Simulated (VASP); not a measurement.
# ZnS (I-4m2) in VASP: a series of runs, part 2 of 2

VASP 6.6.1. Earlier steps stand in the parts before.

### 4 Single point, r2SCAN (strain +0.000 along x and y, +0.015 along z)

Contents of POSCAR:

```
ZnS
1.0
    0.0000000000      2.6945131952      2.7349308931
    2.6945131952      0.0000000000      2.7349308931
    2.6945131952      2.6945131952      0.0000000000
Zn S
1 1
Direct
    0.0000000000      0.0000000000      0.0000000000
    0.7500000000      0.7500000000      0.7500000000
```

Contents of INCAR.step1:

```
ALGO = Normal
EDIFF = 1E-4
ENCUT = 520
GGA = PE
ISMEAR = 0
LASPH = T
LCHARG = F
LREAL = F
LWAVE = T
NBANDS = 16
NELM = 60
PREC = Accurate
SIGMA = 0.05
```

Contents of INCAR.step2:

```
ALGO = Normal
EDIFF = 1E-7
ENCUT = 520
ISIF = 2
ISMEAR = 0
ISTART = 1
LASPH = T
LCHARG = F
LMIXTAU = T
LREAL = F
LWAVE = F
METAGGA = R2SCAN
NBANDS = 16
NELM = 60
PREC = Accurate
SIGMA = 0.05
```

Contents of KPOINTS:

```
k-points
0
Gamma
  8 8 8
```

Potentials or basis: VASP PAW PBE potentials, release 64 (Zn, S).

Command:

```console
> cat potpaw_PBE.64/Zn/POTCAR potpaw_PBE.64/S/POTCAR > POTCAR
> cp INCAR.step1 INCAR
> mpirun -np 1 vasp_std > vasp.out
> cp INCAR.step2 INCAR
> mpirun -np 1 vasp_std > vasp.out
```

OUTCAR:

```text
EDIFF = 1E-7
   ENCUT = 520
   ISIF = 2
   ISMEAR = 0
   ISTART = 1
   LASPH = T
   LREAL = F
   METAGGA = R2SCAN
   NELM = 60
   PREC = Accurate

 ion  position               nearest neighbor table
   1  0.000  0.000  0.000-   2 2.35   2 2.35   2 2.35   2 2.35
   2  0.750  0.750  0.750-   1 2.35   1 2.35   1 2.35   1 2.35

  LATTYP: Found a body centered tetragonal cell.
 ALAT       =     3.8106171046
 C/A-ratio  =     1.4354267658

  Lattice vectors:

 A1 = (  -2.6945131952,   0.0000000000,   2.7349308931)
 A2 = (   2.6945131952,   0.0000000000,   2.7349308931)
 A3 = (   0.0000000000,   2.6945131952,  -2.7349308931)

Analysis of symmetry for initial positions (statically):
=====================================================================
 Subroutine PRICEL returns:
 Original cell was already a primitive cell.

 Routine SETGRP: Setting up the symmetry group for a
 body centered tetragonal supercell.

 Subroutine GETGRP returns: Found  8 space group operations
 (whereof  8 operations were pure point group operations)
 out of a pool of 16 trial point group operations.

The static configuration has the point symmetry D_2d.

Analysis of symmetry for dynamics (positions and initial velocities):
[... 155 lines left out ...]
  ---------------------------------------------------
  free energy    TOTEN  =       -18.86368526 eV

  energy without entropy =      -18.86368526  energy(sigma->0) =      -18.86368526

 E-fermi :   2.0539     XC(G=0): -10.2510

 val. band max:        1.7871606436   @ k =   0.0000   0.0000   0.0000
 cond. band min:       4.4122882107   @ k =   0.0000   0.0000   0.0000
 fundamental gap:      2.6251275671
 Fermi energy:         2.0539099123

 k-point     1 :       0.0000    0.0000    0.0000
  band No.  band energies     occupation
      1     -11.8581      2.00000
      2      -4.7100      2.00000
      3      -4.7009      2.00000
      4      -4.7008      2.00000
      5      -4.1686      2.00000
      6      -4.1645      2.00000
[... 433 lines left out ...]
      3      -4.5687      2.00000
      4      -4.4967      2.00000
      5      -4.1651      2.00000
      6      -4.1328      2.00000
[... 8 lines left out ...]
     15      15.0700      0.00000
     16      15.4725      0.00000

 [... further k-points ...]
[... 5 lines left out ...]
  --------------------------------------------------------------------------------------
  -------------------------------------------------------------------------------------
  Total       -0.2082643     -0.2082643     -0.3817667      0.0000000      0.0000000     -0.0000000
  in kB       -8.4021094     -8.4021094    -15.4018049      0.0000000      0.0000000     -0.0000000
  external PRESSURE =     -10.7353412 kB  Pullay stress =       0.0000000 kB

 VOLUME and BASIS-vectors are now :
 -----------------------------------------------------------------------------
  energy-cutoff  :      520.00
  volume of cell :       39.71
      direct lattice vectors                 reciprocal lattice vectors
     0.000000000  2.694513195  2.734930893    -0.185562276  0.185562276  0.182819976
     2.694513195  0.000000000  2.734930893     0.185562276 -0.185562276  0.182819976
     2.694513195  2.694513195  0.000000000     0.185562276  0.185562276 -0.182819976

 POSITION                                       TOTAL-FORCE (eV/Angst)
 -----------------------------------------------------------------------------------
      0.00000      0.00000      0.00000        -0.000000     -0.000000     -0.000000
      4.04177      4.04177      4.10240         0.000000      0.000000      0.000000
 -----------------------------------------------------------------------------------
    total drift:                               -0.000947     -0.000947     -0.001738

  FREE ENERGIE OF THE ION-ELECTRON SYSTEM (eV)
  ---------------------------------------------------
  free  energy   TOTEN  =       -18.8636852590 eV

  energy  without entropy=      -18.8636852590  energy(sigma->0) =      -18.86368526
```

OUTCAR.step1:

```text
EDIFF = 1E-4
   ENCUT = 520
   GGA = PE
   ISMEAR = 0
   LASPH = T
[... 678 lines left out ...]
 -----------------------------------------------------------------------------------
      0.00000      0.00000      0.00000         0.000000      0.000000     -0.000000
      4.04177      4.04177      4.10240        -0.000000     -0.000000      0.000000
 -----------------------------------------------------------------------------------
    total drift:                               -0.000008     -0.000008     -0.000011

  FREE ENERGIE OF THE ION-ELECTRON SYSTEM (eV)
  ---------------------------------------------------
  free  energy   TOTEN  =        -6.8488134740 eV

  energy  without entropy=       -6.8488134740  energy(sigma->0) =       -6.84881347
```

OSZICAR.step1:

```text
N       E                     dE             d eps       ncg     rms          rms(c)
DAV:   1     0.876388243862E+02    0.87639E+02   -0.89692E+03  1896   0.134E+03
DAV:   2    -0.157534317114E+01   -0.89214E+02   -0.83606E+02  2256   0.256E+02
DAV:   3    -0.721706218786E+01   -0.56417E+01   -0.56199E+01  2320   0.630E+01
DAV:   4    -0.727548573345E+01   -0.58424E-01   -0.58413E-01  2400   0.675E+00
DAV:   5    -0.727616827459E+01   -0.68254E-03   -0.68253E-03  2336   0.688E-01    0.679E+00
DAV:   6    -0.686927315835E+01    0.40690E+00   -0.73683E-01  2848   0.299E+01    0.532E+00
DAV:   7    -0.684911871826E+01    0.20154E-01   -0.24669E-01  2216   0.447E+00    0.270E+00
DAV:   8    -0.684840105707E+01    0.71766E-03   -0.50692E-03  2528   0.849E-01    0.702E-01
DAV:   9    -0.684865007721E+01   -0.24902E-03   -0.12331E-03  2320   0.282E-01    0.993E-02
DAV:  10    -0.684882318438E+01   -0.17311E-03   -0.24164E-04  2280   0.135E-01    0.507E-02
DAV:  11    -0.684881347397E+01    0.97104E-05   -0.33012E-05  1328   0.763E-02
   1 F= -.68488135E+01 E0= -.68488135E+01  d E =-.200336E-18
```

It took 88 s on 1 thread of Intel Xeon 6975P-C (Granite Rapids), shared host; peak memory 0.19 GiB.

Results:

- Free energy: -18.8637 eV
- Pressure: -1.1 GPa
- Band gap on the k mesh: 2.63 eV

Stress tensor (GPa, compression positive):
```
-0.84  0.00  0.00
 0.00 -0.84  0.00
 0.00  0.00 -1.54
```

Caveat: the cell differs from its parent crystal (strain +0.000 along x and y, +0.015 along z); the PAW data sets were made with another functional, which shifts forces and pressure a little.

### 5 Overview

| cell | gap on the mesh (eV) | pressure (GPa) |
| --- | --- | --- |
| a = 3.811, b = 3.811, c = 3.753 Å, angles 60.5, 60.5, 59.0°, 2 atoms | 2.74 | 1.3 |
| a = 3.840, b = 3.840, c = 3.753 Å, angles 60.7, 60.7, 58.5°, 2 atoms | 2.65 | 0.1 |
| a = 3.839, b = 3.839, c = 3.811 Å, angles 60.2, 60.2, 59.5°, 2 atoms | 2.63 | -1.1 |

Alike in all rows: task single point; level r2SCAN; potentials or basis VASP PAW PBE potentials, release 64 (Zn, S); no spin polarisation; k mesh 8 × 8 × 8; cutoff (eV) 520; smearing gaussian 0.05 eV.

Caveats: the PAW data sets were made with another functional, which shifts forces and pressure a little.

Total energies depend on the potentials used, so only differences within one code and one set of settings carry meaning.
